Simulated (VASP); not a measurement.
Al4Co: single point with PBE

The system is Al4Co.

```xyz
5
Lattice="-1.9809 1.9809 5.5230 1.9809 -1.9809 5.5230 1.9809 1.9809 -5.5230" Properties=species:S:1:pos:R:3 pbc="T T T"
Al    0.0000    1.9809    1.3830
Al    1.9809    0.0000    1.3830
Al    1.9809    0.0000    4.1400
Al    0.0000    1.9809    4.1400
Co    0.0000    0.0000    5.5230
```

```yaml
Program: VASP 6.6.1
Task: single point
Functional: PBE
Potentials_or_basis: VASP PAW PBE potentials, release 64 (Al, Co)
Cutoff: 520 eV
k_mesh: 5 × 5 × 5
Occupations: gaussian, width 0.2 eV
Spin: collinear spin, ferromagnetic start
Starting_moments: "[0.0, 0.0, 0.0, 0.0, 3.0] μB"
```

- Pressure: 0.1 GPa
- Largest force: 0.063 eV/Å
- Net moment: 0.00 μB per cell
- Valence electrons inside the program's atomic spheres: Al 0.80; Co 8.57

Forces in eV/Å, atoms in the order of the input:
```
Al   0.000  0.000  0.063
Al   0.000  0.000  0.063
Al   0.000  0.000 -0.063
Al   0.000  0.000 -0.063
Co   0.000  0.000  0.000
```

Levels at points of the mesh, in eV from the Fermi level:
Spin up:
```tsv
k point	band 6	band 7	band 8	band 9	band 10	band 11	band 12	band 13	band 14	band 15
(0.00, 0.00, 0.00)	-2.11	-1.16	-0.91	-0.18	-0.18	0.55	1.67	1.67	3.14	3.31
```
Spin down:
```
           k point  band 8  band 9  band 10  band 11  band 12  band 13
(0.00, 0.00, 0.00)   -0.91   -0.18    -0.18     0.55     1.67     1.67
```

Run time: 120 s on 1 thread of Intel(R) Xeon(R) Platinum 8488C (Sapphire Rapids) (shared host), peak memory 0.41 GiB.

Caveat: the k points lie up to 0.45 Å⁻¹ apart; the starting moments collapsed, and a magnetic state may lie lower.
